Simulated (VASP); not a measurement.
# TiO2 (I4_1/amd) in VASP: a series of runs

Aim: see how the results for TiO2 move with the level of theory and the settings. Levels: PBE, BLYP. Tasks: single point.

All numbers are computed with VASP 6.6.1; they aren't measurements. Logs are shortened: lines on timing, memory, paths and dates and some standing lists are left out, and cuts for length are marked.

### 1 The cell of the first run

It takes space group I4_1/amd (No. 141, tetragonal). Conventional cell: a = 3.784 Å, b = 3.784 Å, c = 9.515 Å, α = 90.00°, β = 90.00°, γ = 90.00°. Ti (site symmetry -4m2) has 6 O at 1.93 to 1.98 Å within 2.6 Å. Within 2.6 Å of O (site symmetry 2mm) lie 3 Ti at 1.93 to 1.98 Å and 2 O at 2.47 Å.

### 2 Single point, PBE

INCAR

```
PREC = Accurate ; ENCUT = 520
EDIFF = 1E-7 ; ISMEAR = -1
SIGMA = 0.05 ; LREAL = F
LASPH = T ; NELM = 60
ALGO = Normal ; ISIF = 2
LWAVE = F ; LCHARG = F
GGA = PE ; NBANDS = 33
```

KPOINTS

```
Automatic mesh
0
Gamma
  7 7 7
```

POSCAR

```
TiO2
1.0
   -1.8921000000      1.8921000000      4.7573000000
    1.8921000000     -1.8921000000      4.7573000000
    1.8921000000      1.8921000000     -4.7573000000
Ti O
2 4
Direct
    0.7500000000      0.2500000000      0.5000000000
    0.0000000000      0.0000000000      0.0000000000
    0.7919000000      0.7919000000      0.0000000000
    0.5419000000      0.0419000000      0.5000000000
    0.9581000000      0.4581000000      0.5000000000
    0.2081000000      0.2081000000      0.0000000000
```

Potentials or basis: VASP PAW PBE potentials, release 64 (Ti_sv, O).

The run is started by

```console
$ cat potpaw_PBE.64/Ti_sv/POTCAR potpaw_PBE.64/O/POTCAR > POTCAR
$ mpirun -np 1 vasp_std > vasp.out
```

OUTCAR:

```text
PREC = Accurate
   ENCUT = 520
   EDIFF = 1E-7
   ISMEAR = -1
   LREAL = F
   LASPH = T
   NELM = 60
   ISIF = 2
   GGA = PE

 ion  position               nearest neighbor table
   1  0.750  0.250  0.500-   3 1.93   6 1.93   3 1.93   6 1.93   5 1.98   4 1.98
   2  0.000  0.000  0.000-   4 1.93   5 1.93   4 1.93   5 1.93   3 1.98   6 1.98
   3  0.792  0.792  0.000-   1 1.93   1 1.93   2 1.98
   4  0.542  0.042  0.500-   2 1.93   2 1.93   1 1.98
   5  0.958  0.458  0.500-   2 1.93   2 1.93   1 1.98
   6  0.208  0.208  0.000-   1 1.93   1 1.93   2 1.98

  LATTYP: Found a body centered tetragonal cell.
 ALAT       =     3.7842000000
 C/A-ratio  =     2.5142962846

  Lattice vectors:

 A1 = (  -1.8921000000,   1.8921000000,   4.7573000000)
 A2 = (   1.8921000000,  -1.8921000000,   4.7573000000)
 A3 = (   1.8921000000,   1.8921000000,  -4.7573000000)

Analysis of symmetry for initial positions (statically):
=====================================================================
 Subroutine PRICEL returns:
 Original cell was already a primitive cell.

 Routine SETGRP: Setting up the symmetry group for a
 body centered tetragonal supercell.

 Subroutine GETGRP returns: Found 16 space group operations
 (whereof  8 operations were pure point group operations)
 out of a pool of 16 trial point group operations.

The static configuration has the point symmetry D_2d.
 The point group associated with its full space group is D_4h.

Analysis of symmetry for dynamics (positions and initial velocities):
=====================================================================
 Subroutine PRICEL returns:
 Original cell was already a primitive cell.

 Routine SETGRP: Setting up the symmetry group for a
 body centered tetragonal supercell.

 Subroutine GETGRP returns: Found 16 space group operations
 (whereof  8 operations were pure point group operations)
 out of a pool of 16 trial point group operations.

The dynamic configuration has the point symmetry D_2d.
 The point group associated with its full space group is D_4h.

 Subroutine INISYM returns: Found 16 space group operations
 (whereof  8 operations are pure point group operations),
 and found     1 'primitive' translations

----------------------------------------------------------------------------------------

                                     Primitive cell

  volume of cell :      68.1253

  direct lattice vectors                    reciprocal lattice vectors
    -1.892100000  1.892100000  4.757300000     0.000000000  0.264256646  0.105101633
     1.892100000 -1.892100000  4.757300000     0.264256646  0.000000000  0.105101633
     1.892100000  1.892100000 -4.757300000     0.264256646  0.264256646  0.000000000

  length of vectors
     5.458203744  5.458203744  5.458203744     0.284390450  0.284390450  0.373715333

  position of ions in fractional coordinates (direct lattice)
     0.750000000  0.250000000  0.500000000
     0.000000000  0.000000000  0.000000000
     0.791900000  0.791900000  0.000000000
     0.541900000  0.041900000  0.500000000
     0.958100000  0.458100000  0.500000000
     0.208100000  0.208100000  0.000000000

  ion indices of the primitive-cell ions
   primitive index   ion index
                 1           1
                 2           2
                 3           3
                 4           4
                 5           5
                 6           6

----------------------------------------------------------------------------------------

 KPOINTS: Automatic mesh

Automatic generation of k-mesh.
 Grid dimensions read from file:
 generate k-points for:    7    7    7

 Generating k-lattice:

  Cartesian coordinates                     Fractional coordinates (reciprocal lattice)
     0.000000000  0.037750949  0.015014519     0.142857143  0.000000000  0.000000000
     0.037750949  0.000000000  0.015014519     0.000000000  0.142857143  0.000000000
     0.037750949  0.037750949  0.000000000     0.000000000  0.000000000  0.142857143

  Length of vectors
     0.040627207  0.040627207  0.053387905

  Shift w.r.t. Gamma in fractional coordinates (k-lattice)
     0.000000000  0.000000000  0.000000000

 Subroutine IBZKPT returns following result:
 ===========================================

 Found     40 irreducible k-points:

 Following reciprocal coordinates:
            Coordinates               Weight
  0.000000  0.000000  0.000000      1.000000
  0.142857  0.000000  0.000000      8.000000
  0.285714  0.000000  0.000000      8.000000
  0.428571 -0.000000  0.000000      8.000000
  0.142857  0.142857  0.000000      8.000000
  0.285714  0.142857  0.000000     16.000000
[... 16 lines left out ...]
 -0.142857  0.285714  0.142857      8.000000
 -0.428571  0.428571  0.142857      8.000000
 [... further k-points ...]
   k-points           NKPTS =     40   k-points in BZ     NKDIM =     40   number of bands    NBANDS=     33
   number of dos      NEDOS =    301   number of ions     NIONS =      6
   total plane-waves  NPLWV =  74088
   dimension x,y,z NGX =    42 NGY =   42 NGZ =   42
   dimension x,y,z NGXF=    84 NGYF=   84 NGZF=   84
   ions per type =               2   4
   NGX,Y,Z   is equivalent  to a cutoff of  12.79, 12.79, 12.79 a.u.
   NGXF,Y,Z  is equivalent  to a cutoff of  25.58, 25.58, 25.58 a.u.
 SYSTEM =  unknown system
   PREC   = accura    normal or accurate (medium, high low for compatibility)
   ISTART =      0    job   : 0-new  1-cont  2-samecut
   ICHARG =      2    charge: 1-file 2-atom 10-const
   ISPIN  =      1    spin polarized calculation?
   LNONCOLLINEAR =      F non collinear calculations
   LSORBIT =      F    spin-orbit coupling
   LASPH  =      T    aspherical Exc in radial PAW
   ENCUT  =  520.0 eV  38.22 Ry    6.18 a.u.  10.15 10.15 10.15*2*pi/ulx,y,z
   NELM   =     60;   NELMIN=  2; NELMDL= -5     # of ELM steps
   EDIFF  = 0.1E-06   stopping-criterion for ELM
   LREAL  =      F    real-space projection
   EDIFFG = 0.1E-05   stopping-criterion for IOM
   NSW    =      0    number of steps for IOM
   IBRION =     -1    ionic relax: 0-MD 1-quasi-New 2-CG
   NFREE  =      0    steps in history (QN), initial steepest desc. (CG)
   ISIF   =      2    stress and relaxation
   ISYM   =      2    0-nonsym 1-usesym 2-fastsym
   POTIM  = 0.5000    time-step for ionic-motion
   TEBEG  =    0.0;   TEEND  =   0.0 temperature during run
   PSTRESS=    0.0 pullay stress
   NELECT =      48.0000    total number of electrons
   NUPDOWN=      -1.0000    fix difference up-down
   EMIN   =  10.00;   EMAX   =-10.00  energy-range for DOS
   EFERMI =   0.00;   METHOD = LEGACY
   ISMEAR =    -1;   SIGMA  =   0.05  broadening in eV -4-tet -1-fermi 0-gaus
   EFERMI_NEDOS =   21; number of points for ismear=-14 and -15
   IALGO  =     38    algorithm
   IMIX   =      4    mixing-type and parameters
     AMIX     =   0.40;   BMIX     =  1.00
     AMIX_MAG =   1.60;   BMIX_MAG =  1.00
  volume/ion in A,a.u.               =      11.35        76.62
  Fermi-wavevector in a.u.,A,eV,Ry     =   1.456752  2.752862 28.873289  2.122127
  Thomas-Fermi vector in A             =   2.573634
   LORBIT       =      0    0 simple, 1 ext, 2 COOP (PROOUT), +10 PAW based schemes
   GGA     = PE    functional components
   LHFCALC =     F    Hartree Fock is set to
   AEXX    =    0.0000 exact exchange contribution
   IVDW    =     0    specifies the selected vdW correction
   LEPSILON=     F    determine dielectric tensor
   LRPA    =     F    only Hartree local field effects (RPA)
 non-spin polarized calculation
  energy-cutoff  :      520.00
  volume of cell :       68.13
 maximum number of plane-waves:      1850
 NGX is ok and might be reduce to    42
   NGX = 21   NGY = 21   NGZ = 21

 number of electron      47.9999989 magnetization

 Free energy of the ion-electron system (eV)
  ---------------------------------------------------
  ext. energy  EPLUGINS =         0.00000000
  ---------------------------------------------------
  free energy    TOTEN  =       -53.82582661 eV

  energy without entropy =      -53.82582661  energy(sigma->0) =      -53.82582661

 E-fermi :   4.4733     XC(G=0): -10.7369

 val. band max:        3.4086585045   @ k =  -0.4286   0.4286   0.0000
 cond. band min:       5.5047828714   @ k =   0.0000   0.0000   0.0000
 fundamental gap:      2.0961243670
 Fermi energy:         4.4732794299

 k-point     1 :       0.0000    0.0000    0.0000
  band No.  band energies     occupation
      1     -52.9929      2.00000
      2     -52.9323      2.00000
      3     -29.4599      2.00000
      4     -29.2185      2.00000
      5     -29.2185      2.00000
      6     -29.1466      2.00000
[... 25 lines left out ...]
     32       8.7050      0.00000
     33       8.7176      0.00000

 k-point     2 :       0.1429    0.0000    0.0000
  band No.  band energies     occupation
      1     -52.9903      2.00000
      2     -52.9341      2.00000
      3     -29.4544      2.00000
      4     -29.2440      2.00000
      5     -29.2204      2.00000
      6     -29.1567      2.00000
[... 25 lines left out ...]
     32       8.9004      0.00000
     33       9.2140      0.00000

 k-point     3 :       0.2857    0.0000    0.0000
  band No.  band energies     occupation
      1     -52.9835      2.00000
      2     -52.9389      2.00000
      3     -29.4424      2.00000
      4     -29.2985      2.00000
      5     -29.2241      2.00000
      6     -29.1748      2.00000
[... 25 lines left out ...]
     32       9.2789      0.00000
     33       9.7265      0.00000

 k-point     4 :       0.4286   -0.0000    0.0000
  band No.  band energies     occupation
      1     -52.9767      2.00000
      2     -52.9443      2.00000
      3     -29.4320      2.00000
      4     -29.3432      2.00000
      5     -29.2267      2.00000
      6     -29.1824      2.00000
[... 673 lines left out ...]
     32       9.9557      0.00000
     33      10.1698      0.00000

 k-point    23 :      -0.1429    0.2857    0.1429
  band No.  band energies     occupation
      1     -52.9787      2.00000
      2     -52.9422      2.00000
      3     -29.4460      2.00000
      4     -29.3287      2.00000
      5     -29.2249      2.00000
      6     -29.1948      2.00000
[... 25 lines left out ...]
     32       9.4074      0.00000
     33      10.0814      0.00000

 k-point    24 :      -0.4286    0.4286    0.1429
  band No.  band energies     occupation
      1     -52.9652      2.00000
      2     -52.9530      2.00000
      3     -29.4192      2.00000
      4     -29.3759      2.00000
      5     -29.2573      2.00000
      6     -29.2402      2.00000
[... 25 lines left out ...]
     32       9.8287      0.00000
     33      10.7951      0.00000

 [... further k-points ...]

------------------------ aborting loop because EDIFF is reached ----------------------------------------

  FORCE on cell =-STRESS in cart. coord.  units (eV):
  Direction    XX          YY          ZZ          XY          YZ          ZX
  --------------------------------------------------------------------------------------
  -------------------------------------------------------------------------------------
  Total        2.3046822      2.3046822      2.8921487      0.0000000      0.0000000      0.0000000
  in kB       54.2017034     54.2017034     68.0177876      0.0000000      0.0000000      0.0000000
  external PRESSURE =      58.8070648 kB  Pullay stress =       0.0000000 kB

 VOLUME and BASIS-vectors are now :
 -----------------------------------------------------------------------------
  energy-cutoff  :      520.00
  volume of cell :       68.13
      direct lattice vectors                 reciprocal lattice vectors
    -1.892100000  1.892100000  4.757300000     0.000000000  0.264256646  0.105101633
     1.892100000 -1.892100000  4.757300000     0.264256646  0.000000000  0.105101633
     1.892100000  1.892100000 -4.757300000     0.264256646  0.264256646  0.000000000

 POSITION                                       TOTAL-FORCE (eV/Angst)
 -----------------------------------------------------------------------------------
      0.00000      1.89210      2.37865        -0.000000     -0.000000     -0.000000
      0.00000      0.00000      0.00000        -0.000000     -0.000000     -0.000000
      0.00000      0.00000      7.53461        -0.000000      0.000000     -0.124680
      0.00000      1.89210      0.39866         0.000000     -0.000000     -0.124680
      0.00000      1.89210      4.35864         0.000000     -0.000000      0.124680
      0.00000      0.00000      1.97999        -0.000000      0.000000      0.124680
 -----------------------------------------------------------------------------------
    total drift:                                0.000000      0.000000      0.000000

  FREE ENERGIE OF THE ION-ELECTRON SYSTEM (eV)
  ---------------------------------------------------
  free  energy   TOTEN  =       -53.8258266133 eV

  energy  without entropy=      -53.8258266132  energy(sigma->0) =      -53.82582661
```

Run time: 2.2 min. Hardware: 1 thread of Intel Xeon 6975P-C (Granite Rapids), shared host; peak memory 0.28 GiB.

What came out:

| Quantity | Value |
| --- | --- |
| Free energy | -53.8258 eV |
| Pressure | 5.9 GPa |
| Largest force | 0.125 eV/Å |
| Band gap on the k mesh | 2.10 eV (least direct gap 2.44 eV) |

Forces on the atoms (eV/Å):
```
Ti   0.000  0.000  0.000
Ti   0.000  0.000  0.000
O    0.000  0.000 -0.125
O    0.000  0.000 -0.125
O    0.000  0.000  0.125
O    0.000  0.000  0.125
```

Stress tensor (GPa, compression positive):
```
5.42 0.00 0.00
0.00 5.42 0.00
0.00 0.00 6.80
```

Caveat: the cell stands under pressure; an odd mesh through Γ misses points on the zone boundary, where band edges can lie.

### 3 Single point, BLYP

This run uses another cell than the first one, of 10.67 Å³/atom.

INCAR

```
SYSTEM = TiO2
PREC = Accurate
ENCUT = 520
EDIFF = 1E-7
ISMEAR = -1
SIGMA = 0.05
LREAL = .FALSE.
LASPH = .TRUE.
NELM = 60
ALGO = Normal
ISIF = 2
LWAVE = .FALSE.
LCHARG = .TRUE.
GGA = B5
ALDAX = 1.0
AGGAX = 1.0
AGGAC = 1.0
ALDAC = 0.0
LELF = .TRUE.
LVHAR = .TRUE.
NBANDS = 33
```

KPOINTS

```
Automatic mesh
0
G
  10 10 10
  0 0 0
```

Edit POSCAR of step 2 so:

```diff
@@ -2,5 +2,5 @@
 1.0
-   -1.8921000000      1.8921000000      4.7573000000
-    1.8921000000     -1.8921000000      4.7573000000
-    1.8921000000      1.8921000000     -4.7573000000
+   -1.8534748763      1.8534748763      4.6601849950
+    1.8534748763     -1.8534748763      4.6601849950
+    1.8534748763      1.8534748763     -4.6601849950
 Ti O
```

Potentials or basis: VASP PAW PBE potentials, release 64 (Ti_sv, O).

The run is started by

```console
$ cat potpaw_PBE.64/Ti_sv/POTCAR potpaw_PBE.64/O/POTCAR > POTCAR
$ mpirun -np 1 vasp_std > vasp.out
```

It took 4.1 min on 1 thread of Intel Xeon 6975P-C (Granite Rapids), shared host; peak memory 0.35 GiB.

The run converged. Its results:

* Free energy: -51.1400 eV
* Pressure: 28.2 GPa
* Largest force: 0.638 eV/Å
* Band gap on the k mesh: 2.25 eV (least direct gap 2.57 eV)

Forces on the atoms (eV/Å):
```
Ti   0.000  0.000  0.000
Ti   0.000  0.000  0.000
O    0.000  0.000 -0.638
O    0.000  0.000 -0.638
O    0.000  0.000  0.638
O    0.000  0.000  0.638
```

Stress tensor (GPa, compression positive):
```
27.21  0.00  0.00
 0.00 27.21  0.00
 0.00  0.00 30.30
```

Levels at points of the mesh, in eV from the valence-band top:
| k point | band 20 | band 21 | band 22 | band 23 | band 24 | band 25 | band 26 | band 27 | band 28 | band 29 |
| --- | --- | --- | --- | --- | --- | --- | --- | --- | --- | --- |
| (0.00, 0.00, 0.00) | -0.77 | -0.69 | -0.69 | -0.51 | -0.51 | 2.25 | 3.06 | 4.31 | 4.31 | 4.31 |
| (0.50, 0.00, 0.00) | -2.09 | -2.04 | -1.04 | -0.74 | -0.63 | 3.48 | 3.83 | 3.85 | 3.96 | 4.62 |
| (0.50, 0.50, 0.00) | -2.79 | -2.15 | -2.15 | -0.02 | -0.02 | 3.61 | 3.61 | 4.13 | 4.13 | 5.27 |
| (0.50, 0.50, 0.50) | -1.36 | -1.25 | -1.25 | -0.09 | -0.09 | 2.64 | 2.64 | 4.07 | 4.07 | 4.57 |

Caveat: the cell stands under pressure; the PAW data sets were made with another functional, which shifts forces and pressure a little.
